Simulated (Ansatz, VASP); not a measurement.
H4C in VASP and in Ansatz

File INCAR:

```
SYSTEM = H4C
PREC     = Accurate       ! precision mode
ENCUT    = 520            ! plane-wave cutoff, eV
EDIFF    = 1E-7           ! SCF threshold, eV
ISMEAR   = 0              ! smearing method
SIGMA    = 0.05           ! smearing width, eV
LREAL    = .FALSE.        ! projectors in reciprocal space
LASPH    = .TRUE.         ! aspherical terms in the spheres
NELM     = 100            ! most SCF steps
ALGO     = Normal         ! electronic algorithm
ISIF     = 2              ! what is computed and relaxed
LWAVE    = .FALSE.        ! write WAVECAR
LCHARG   = .FALSE.        ! write CHGCAR
GGA      = CA             ! functional
NBANDS   = 12             ! bands
```

Contents of KPOINTS:

```
regular mesh
0
G
  6 6 6
  0 0 0
```

POSCAR

```
H4C
1.0
   -2.6648440320      2.4789246809      2.4789246809
    2.6648440320     -2.4789246809      2.4789246809
    2.6648440320      2.4789246809     -2.4789246809
H C
4 1
Direct
    0.0000000000      0.0000000000      0.7463128700
    0.7463128700      0.0000000000      0.0000000000
    0.0000000000      0.7463128700      0.0000000000
    0.2536871300      0.2536871300      0.2536871300
    0.0000000000      0.0000000000      0.0000000000
```

Input for Ansatz:

```yaml
crystal:
  lattice:
    - [-2.664844032, 2.4789246809, 2.4789246809]
    - [2.664844032, -2.4789246809, 2.4789246809]
    - [2.664844032, 2.4789246809, -2.4789246809]
  atoms:
    - { symbol: H, position: [0.0, 0.0, 0.74631287] }
    - { symbol: H, position: [0.74631287, 0.0, 0.0] }
    - { symbol: H, position: [0.0, 0.74631287, 0.0] }
    - { symbol: H, position: [0.25368713, 0.25368713, 0.25368713] }
    - { symbol: C, position: [0.0, 0.0, 0.0] }
basis:
  ecutwfc: 420
kpoints:
  mp_grid: { grid: [6, 6, 6] }
hamiltonian:
  xc: lda
scf:
  occupations: { method: gaussian, width: 0.05 }
output:
  forces: true
  stress: true
  eigenvalues: true
```

Change from the starting cell: strain +0.0750 x Voigt [1, 0, 0, 0, 0, 0], atoms carried along.

Alike in both runs: task single point; functional LDA; k mesh 6 × 6 × 6; occupations gaussian, width 0.05 eV; no spin polarisation.

|  | VASP | Ansatz |
| --- | --- | --- |
| version | VASP 6.6.1 | Ansatz 0.2.0 |
| potentials or method | VASP PAW LDA potentials, release 64 (H, C), cutoff 520 eV | scalar-relativistic, plane waves, PAW |
| valence electrons in the cell | 8 | 8 |

Ansatz gave:

```
gap on the k mesh at the Fermi level (eV)                     : 6.92
least direct gap on the mesh (eV)                             : 6.92
pressure (GPa)                                                : -2.6
traceless stress, the component that is largest in VASP (GPa) : -1.76
rms of the force components (eV/Å)                            : 0.318
```

What did VASP give for the same quantities?

gap on the k mesh at the Fermi level (eV): 6.92; least direct gap on the mesh (eV): 6.92; pressure (GPa): -2.5; traceless stress, the component that is largest in VASP (GPa): -1.74; rms of the force components (eV/Å): 0.296.

LDA's correlation is that of Perdew and Zunger in VASP and of Perdew and Wang (1992) in Ansatz. Atom by atom the forces differ by 0.025 eV/Å (rms over components).
